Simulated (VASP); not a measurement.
# TiAl (P4/mmm) in VASP: notebook

The runs below take TiAl through single point, with LDA.

Program: VASP 6.6.1. These are calculated values, not measurements. Logs are shortened: lines on timing, memory, paths and dates and some standing lists are left out, and cuts for length are marked.

### 1 The cell of the first run

Symmetry: P4/mmm, No. 123, tetragonal system. The conventional cell has a = 3.201 Å, b = 3.201 Å, c = 2.709 Å, α = 90.00°, β = 90.00°, γ = 90.00°. Within 3.5 Å of Ti (site symmetry 4/mmm) lie 8 Al at 2.64 Å and 6 Ti at 2.71 to 3.20 Å. Al (site symmetry 4/mmm) has 8 Ti at 2.64 Å and 6 Al at 2.71 to 3.20 Å within 3.5 Å.

### 2 Single point, LDA (13.87 Å³/atom)

File INCAR:

```
SYSTEM = TiAl
PREC = Accurate
ENCUT = 520
EDIFF = 1E-7
ISMEAR = 0
SIGMA = 0.15
LREAL = .False.
LASPH = .True.
NELM = 60
ALGO = Fast
ISIF = 2
LWAVE = .False.
LCHARG = .True.
LELF = .True.
LVHAR = .True.
NBANDS = 14
```

File KPOINTS:

```
regular mesh
0
Gamma
  16 16 16
  0 0 0
```

File POSCAR:

```
TiAl
1.0
    3.2005553853      0.0000000000      0.0000000000
    0.0000000000      3.2005553853      0.0000000000
    0.0000000000      0.0000000000      2.7086300226
Ti Al
1 1
Direct
    0.0000000000      0.0000000000      0.0000000000
    0.5000000000      0.5000000000      0.5000000000
```

Potentials or basis: VASP PAW LDA potentials, release 64 (Ti_sv, Al).

Launch:

```bash
> cat potpaw_LDA.64/Ti_sv/POTCAR potpaw_LDA.64/Al/POTCAR > POTCAR
> mpirun -np 1 vasp_std > vasp.out
```

OUTCAR:

```text
SYSTEM = TiAl
   PREC = Accurate
   ENCUT = 520
   EDIFF = 1E-7
   ISMEAR = 0
   LREAL = .False.
   LASPH = .True.
   NELM = 60
   ISIF = 2

 ion  position               nearest neighbor table
   1  0.000  0.000  0.000-   2 2.64   2 2.64   2 2.64   2 2.64   2 2.64   2 2.64   2 2.64   2 2.64

   2  0.500  0.500  0.500-   1 2.64   1 2.64   1 2.64   1 2.64   1 2.64   1 2.64   1 2.64   1 2.64

  LATTYP: Found a simple tetragonal cell.
 ALAT       =     3.2005553853
 C/A-ratio  =     0.8463000000

  Lattice vectors:

 A1 = (   3.2005553853,   0.0000000000,   0.0000000000)
 A2 = (   0.0000000000,   3.2005553853,   0.0000000000)
 A3 = (   0.0000000000,   0.0000000000,   2.7086300226)

Analysis of symmetry for initial positions (statically):
=====================================================================
 Subroutine PRICEL returns:
 Original cell was already a primitive cell.

 Routine SETGRP: Setting up the symmetry group for a
 simple tetragonal supercell.

 Subroutine GETGRP returns: Found 16 space group operations
 (whereof 16 operations were pure point group operations)
 out of a pool of 16 trial point group operations.

The static configuration has the point symmetry D_4h.

Analysis of symmetry for dynamics (positions and initial velocities):
=====================================================================
 Subroutine PRICEL returns:
 Original cell was already a primitive cell.

 Routine SETGRP: Setting up the symmetry group for a
 simple tetragonal supercell.

 Subroutine GETGRP returns: Found 16 space group operations
 (whereof 16 operations were pure point group operations)
 out of a pool of 16 trial point group operations.

The dynamic configuration has the point symmetry D_4h.

 Subroutine INISYM returns: Found 16 space group operations
 (whereof 16 operations are pure point group operations),
 and found     1 'primitive' translations

----------------------------------------------------------------------------------------

                                     Primitive cell

  volume of cell :      27.7460

  direct lattice vectors                    reciprocal lattice vectors
     3.200555385  0.000000000  0.000000000     0.312445773  0.000000000  0.000000000
     0.000000000  3.200555385  0.000000000     0.000000000  0.312445773  0.000000000
     0.000000000  0.000000000  2.708630023     0.000000000  0.000000000  0.369190326

  length of vectors
     3.200555385  3.200555385  2.708630023     0.312445773  0.312445773  0.369190326

  position of ions in fractional coordinates (direct lattice)
     0.000000000  0.000000000  0.000000000
     0.500000000  0.500000000  0.500000000

  ion indices of the primitive-cell ions
   primitive index   ion index
                 1           1
                 2           2

----------------------------------------------------------------------------------------

 KPOINTS: regular mesh

Automatic generation of k-mesh.
 Grid dimensions read from file:
 generate k-points for:   16   16   16

 Generating k-lattice:

  Cartesian coordinates                     Fractional coordinates (reciprocal lattice)
     0.019527861  0.000000000  0.000000000     0.062500000  0.000000000  0.000000000
     0.000000000  0.019527861  0.000000000     0.000000000  0.062500000  0.000000000
     0.000000000  0.000000000  0.023074395     0.000000000  0.000000000  0.062500000

  Length of vectors
     0.019527861  0.019527861  0.023074395

  Shift w.r.t. Gamma in fractional coordinates (k-lattice)
     0.000000000  0.000000000  0.000000000

 Subroutine IBZKPT returns following result:
 ===========================================

 Found    405 irreducible k-points:

 Following reciprocal coordinates:
            Coordinates               Weight
  0.000000  0.000000  0.000000      1.000000
  0.062500  0.000000  0.000000      4.000000
  0.125000  0.000000  0.000000      4.000000
  0.187500  0.000000  0.000000      4.000000
  0.250000  0.000000  0.000000      4.000000
  0.312500  0.000000  0.000000      4.000000
[... 16 lines left out ...]
  0.437500  0.125000  0.000000      8.000000
  0.500000  0.125000  0.000000      4.000000
 [... further k-points ...]
   k-points           NKPTS =    405   k-points in BZ     NKDIM =    405   number of bands    NBANDS=     14
   number of dos      NEDOS =    301   number of ions     NIONS =      2
   total plane-waves  NPLWV =  11520
   dimension x,y,z NGX =    24 NGY =   24 NGZ =   20
   dimension x,y,z NGXF=    48 NGYF=   48 NGZF=   40
   ions per type =               1   1
   NGX,Y,Z   is equivalent  to a cutoff of  12.47, 12.47, 12.28 a.u.
   NGXF,Y,Z  is equivalent  to a cutoff of  24.93, 24.93, 24.55 a.u.
 SYSTEM =  TiAl
   PREC   = accura    normal or accurate (medium, high low for compatibility)
   ISTART =      0    job   : 0-new  1-cont  2-samecut
   ICHARG =      2    charge: 1-file 2-atom 10-const
   ISPIN  =      1    spin polarized calculation?
   LNONCOLLINEAR =      F non collinear calculations
   LSORBIT =      F    spin-orbit coupling
   LASPH  =      T    aspherical Exc in radial PAW
   ENCUT  =  520.0 eV  38.22 Ry    6.18 a.u.   5.95  5.95  5.04*2*pi/ulx,y,z
   NELM   =     60;   NELMIN=  2; NELMDL= -5     # of ELM steps
   EDIFF  = 0.1E-06   stopping-criterion for ELM
   LREAL  =      F    real-space projection
   EDIFFG = 0.1E-05   stopping-criterion for IOM
   NSW    =      0    number of steps for IOM
   IBRION =     -1    ionic relax: 0-MD 1-quasi-New 2-CG
   NFREE  =      0    steps in history (QN), initial steepest desc. (CG)
   ISIF   =      2    stress and relaxation
   ISYM   =      2    0-nonsym 1-usesym 2-fastsym
   POTIM  = 0.5000    time-step for ionic-motion
   TEBEG  =    0.0;   TEEND  =   0.0 temperature during run
   PSTRESS=    0.0 pullay stress
   NELECT =      15.0000    total number of electrons
   NUPDOWN=      -1.0000    fix difference up-down
   EMIN   =  10.00;   EMAX   =-10.00  energy-range for DOS
   EFERMI =   0.00;   METHOD = LEGACY
   ISMEAR =     0;   SIGMA  =   0.15  broadening in eV -4-tet -1-fermi 0-gaus
   EFERMI_NEDOS =   21; number of points for ismear=-14 and -15
   IALGO  =     68    algorithm
   IMIX   =      4    mixing-type and parameters
     AMIX     =   0.40;   BMIX     =  1.00
     AMIX_MAG =   1.60;   BMIX_MAG =  1.00
  volume/ion in A,a.u.               =      13.87        93.62
  Fermi-wavevector in a.u.,A,eV,Ry     =   1.333640  2.520213 24.199246  1.778594
  Thomas-Fermi vector in A             =   2.462482
   LORBIT       =      0    0 simple, 1 ext, 2 COOP (PROOUT), +10 PAW based schemes
   GGA     = CA    functional components
   LHFCALC =     F    Hartree Fock is set to
   AEXX    =    0.0000 exact exchange contribution
   IVDW    =     0    specifies the selected vdW correction
   LEPSILON=     F    determine dielectric tensor
   LRPA    =     F    only Hartree local field effects (RPA)
 non-spin polarized calculation
 RMM-DIIS sequential band-by-band and
 Gauss-broadening in eV      SIGMA  =   0.15
  energy-cutoff  :      520.00
  volume of cell :       27.75
 maximum number of plane-waves:       764
 NGX is ok and might be reduce to    24
   NGX = 11   NGY = 11   NGZ = 11

 number of electron      14.9999998 magnetization

 Free energy of the ion-electron system (eV)
  ---------------------------------------------------
  ext. energy  EPLUGINS =         0.00000000
  ---------------------------------------------------
  free energy    TOTEN  =       -13.20204297 eV

  energy without entropy =      -13.17627116  energy(sigma->0) =      -13.18915706

 E-fermi :  10.0508     XC(G=0): -11.9593

 val. band max:       10.0467320518   @ k =   0.3750   0.0625   0.3750
 cond. band min:      10.0567695698   @ k =   0.1875   0.0000   0.4375
 fundamental gap:      0.0100375180
 Fermi energy:        10.0507752285

 k-point     1 :       0.0000    0.0000    0.0000
  band No.  band energies     occupation
      1     -45.7250      2.00000
      2     -22.3779      2.00000
      3     -22.3779      2.00000
      4     -21.9865      2.00000
      5       0.2948      2.00000
      6       8.0941      2.00000
      7       8.5202      2.00000
      8      11.6050      0.00000
      9      12.8003      0.00000
     10      12.8003      0.00000
     11      13.7525      0.00000
     12      13.7525      0.00000
     13      19.0436      0.00000
     14      19.1287      0.00000

 k-point     2 :       0.0625    0.0000    0.0000
  band No.  band energies     occupation
      1     -45.7244      2.00000
      2     -22.3853      2.00000
      3     -22.3772      2.00000
      4     -21.9861      2.00000
      5       0.3584      2.00000
      6       8.0691      2.00000
      7       8.5243      2.00000
      8      11.4348      0.00000
      9      12.7535      0.00000
     10      12.8058      0.00000
     11      13.5747      0.00000
     12      13.9763      0.00000
     13      19.0446      0.00000
     14      19.2255      0.00000

 k-point     3 :       0.1250    0.0000    0.0000
  band No.  band energies     occupation
      1     -45.7226      2.00000
      2     -22.4064      2.00000
      3     -22.3754      2.00000
      4     -21.9847      2.00000
      5       0.5474      2.00000
      6       7.9476      2.00000
      7       8.5587      2.00000
      8      11.0608      0.00000
      9      12.6255      0.00000
     10      12.8215      0.00000
     11      13.1846      0.00000
     12      14.5112      0.00000
     13      18.9289      0.00000
     14      19.5041      0.00000
[... 324 lines left out ...]
 k-point    23 :       0.4375    0.1250    0.0000
  band No.  band energies     occupation
      1     -45.7071      2.00000
      2     -22.5587      2.00000
      3     -22.3881      2.00000
      4     -21.9731      2.00000
      5       3.1631      2.00000
      6       5.1624      2.00000
      7       9.0655      2.00000
      8       9.3538      2.00000
      9      11.8680      0.00000
     10      12.7935      0.00000
     11      13.0385      0.00000
     12      16.3333      0.00000
     13      17.9470      0.00000
     14      20.7313      0.00000

 k-point    24 :       0.5000    0.1250    0.0000
  band No.  band energies     occupation
      1     -45.7065      2.00000
      2     -22.5658      2.00000
      3     -22.3874      2.00000
      4     -21.9727      2.00000
      5       3.5071      2.00000
      6       4.7760      2.00000
      7       9.1991      2.00000
      8       9.2244      2.00000
      9      11.8367      0.00000
     10      12.7999      0.00000
     11      13.0715      0.00000
     12      16.3943      0.00000
     13      17.9464      0.00000
     14      20.5255      0.00000

 [... further k-points ...]
[... 5 lines left out ...]
  --------------------------------------------------------------------------------------
  -------------------------------------------------------------------------------------
  Total        2.5511755      2.5511755      2.9469113      0.0000000     -0.0000000      0.0000000
  in kB      147.3162091    147.3162091    170.1677552      0.0000000     -0.0000000      0.0000000
  external PRESSURE =     154.9333911 kB  Pullay stress =       0.0000000 kB

 VOLUME and BASIS-vectors are now :
 -----------------------------------------------------------------------------
  energy-cutoff  :      520.00
  volume of cell :       27.75
      direct lattice vectors                 reciprocal lattice vectors
     3.200555385  0.000000000  0.000000000     0.312445773  0.000000000  0.000000000
     0.000000000  3.200555385  0.000000000     0.000000000  0.312445773  0.000000000
     0.000000000  0.000000000  2.708630023     0.000000000  0.000000000  0.369190326

 POSITION                                       TOTAL-FORCE (eV/Angst)
 -----------------------------------------------------------------------------------
      0.00000      0.00000      0.00000         0.000000      0.000000      0.000000
      1.60028      1.60028      1.35432         0.000000      0.000000      0.000000
 -----------------------------------------------------------------------------------
    total drift:                               -0.000000      0.000000      0.000000

  FREE ENERGIE OF THE ION-ELECTRON SYSTEM (eV)
  ---------------------------------------------------
  free  energy   TOTEN  =       -13.2020429701 eV

  energy  without entropy=      -13.1762711554  energy(sigma->0) =      -13.18915706
```

It took 2.7 min on 1 thread of Intel Xeon Platinum 8259CL at 2.50GHz (Skylake/Cascade Lake), shared host; peak memory 0.26 GiB.

Results:

* Free energy: -13.2020 eV
* Pressure: 15.5 GPa
* Band gap on the k mesh: zero (an odd number of electrons rules out a gap without spin polarisation)

Caveat: the cell stands under pressure.

### 3 Single point, LDA (13.87 Å³/atom)

File INCAR:

```
SYSTEM = TiAl
ALGO = Fast ; EDIFF = 1E-6
ENCUT = 520 ; GGA = CA
ISIF = 2 ; ISMEAR = 0
LASPH = .True. ; LCHARG = .True.
LELF = .True. ; LREAL = .False.
LVHAR = .True. ; LWAVE = .False.
NBANDS = 14 ; NELM = 80
PREC = Accurate ; SIGMA = 0.15
```

File KPOINTS:

```
k-points
0
Gamma
  16 16 16
  0 0 0
```

File POSCAR:

```
TiAl
1.0
    2.6588563065      0.0000000000      0.0000000000
    0.0000000000      2.6588563065      0.0000000000
    0.0000000000      0.0000000000      3.9247377940
Ti Al
1 1
Direct
    0.0000000000      0.0000000000      0.0000000000
    0.5000000000      0.5000000000      0.5000000000
```

Potentials or basis: VASP PAW LDA potentials, release 64 (Ti_sv, Al).

Launch:

```bash
> cat potpaw_LDA.64/Ti_sv/POTCAR potpaw_LDA.64/Al/POTCAR > POTCAR
> mpirun -np 1 vasp_std > vasp.out
```

Run time: 3.5 min. Hardware: 1 thread of Intel Xeon Platinum 8259CL at 2.50GHz (Skylake/Cascade Lake), shared host; peak memory 0.26 GiB.

It converged, with:

* Free energy: -13.4663 eV
* Pressure: 15.2 GPa
* Band gap on the k mesh: zero (an odd number of electrons rules out a gap without spin polarisation)

Stress tensor (GPa, compression positive):
```
15.79  0.00  0.00
 0.00 15.79  0.00
 0.00  0.00 14.02
```

Levels at points of the mesh, in eV from the Fermi level:
```csv
k point,band 5,band 6,band 7,band 8,band 9,band 10,band 11,band 12
"(0.00, 0.00, 0.00)",-9.72,-2.24,-1.09,-0.33,2.61,2.61,4.01,7.11
"(0.50, 0.00, 0.00)",-4.94,-4.47,-2.14,-0.34,2.03,3.09,5.42,5.51
"(0.50, 0.50, 0.00)",-3.63,-0.54,-0.42,-0.42,-0.20,-0.20,5.26,6.38
"(0.00, 0.00, 0.50)",-8.08,-5.54,-0.91,0.50,2.24,2.24,4.02,8.41
"(0.50, 0.00, 0.50)",-5.33,-3.17,-1.23,-0.81,1.46,2.07,2.82,4.54
"(0.50, 0.50, 0.50)",-3.06,-2.56,-2.56,2.51,2.76,2.82,5.05,5.05
```

Caveat: the cell stands under pressure.

### 4 Single point, LDA (13.42 Å³/atom)

This run uses another cell than the first one, of 13.42 Å³/atom.

File INCAR:

```
SYSTEM = TiAl
PREC = Accurate
ENCUT = 520
EDIFF = 1E-7
ISMEAR = 0
SIGMA = 0.15
LREAL = .FALSE.
LASPH = .TRUE.
NELM = 80
ALGO = Fast
ISIF = 2
LWAVE = .FALSE.
LCHARG = .FALSE.
NBANDS = 14
```

File KPOINTS:

```
regular mesh
0
G
  16 16 16
  0 0 0
```

File POSCAR:

```
TiAl
1.0
    2.7286612437      0.0000000000      0.0000000000
    0.0000000000      2.7286612437      0.0000000000
    0.0000000000      0.0000000000      3.6037429046
Ti Al
1 1
Direct
    0.0000000000      0.0000000000      0.0000000000
    0.5000000000      0.5000000000      0.5000000000
```

Launch:

```bash
> cat potpaw_LDA.64/Ti_sv/POTCAR potpaw_LDA.64/Al/POTCAR > POTCAR
> mpirun -np 1 vasp_std > vasp.out
```

Run time: 5.8 min. Hardware: 1 thread of Intel Xeon 8259CL, shared host; peak memory 0.26 GiB.

It converged, with:

```yaml
Free_energy: -13.3347 eV
Pressure: 21.3 GPa
Band_gap_on_the_k_mesh: zero (an odd number of electrons rules out a gap without spin polarisation)
```

Stress tensor (GPa, compression positive):
```
19.26  0.00  0.00
 0.00 19.26  0.00
 0.00  0.00 25.44
```

Levels at points of the mesh, in eV from the Fermi level:
```csv
k point,band 4,band 5,band 6,band 7,band 8,band 9,band 10,band 11,band 12,band 13
"(0.00, 0.00, 0.00)",-31.84,-9.79,-2.14,-1.22,1.08,2.43,2.43,3.67,8.73,8.73
"(0.50, 0.00, 0.00)",-31.77,-5.17,-4.85,-1.69,-0.37,1.68,2.89,5.32,6.34,6.78
"(0.50, 0.50, 0.00)",-32.18,-4.11,-0.95,-0.64,-0.64,-0.28,-0.28,4.92,6.78,7.29
"(0.00, 0.00, 0.50)",-31.83,-7.62,-5.54,-0.85,1.42,1.74,1.74,3.72,7.86,11.02
"(0.50, 0.00, 0.50)",-31.77,-5.53,-2.92,-1.33,-1.06,1.79,2.16,2.36,5.56,6.71
"(0.50, 0.50, 0.50)",-32.23,-3.27,-3.02,-3.02,2.50,2.84,2.97,4.76,4.76,4.93
```

Caveat: the cell stands under pressure.

(Part 1 of 2 ends here.)
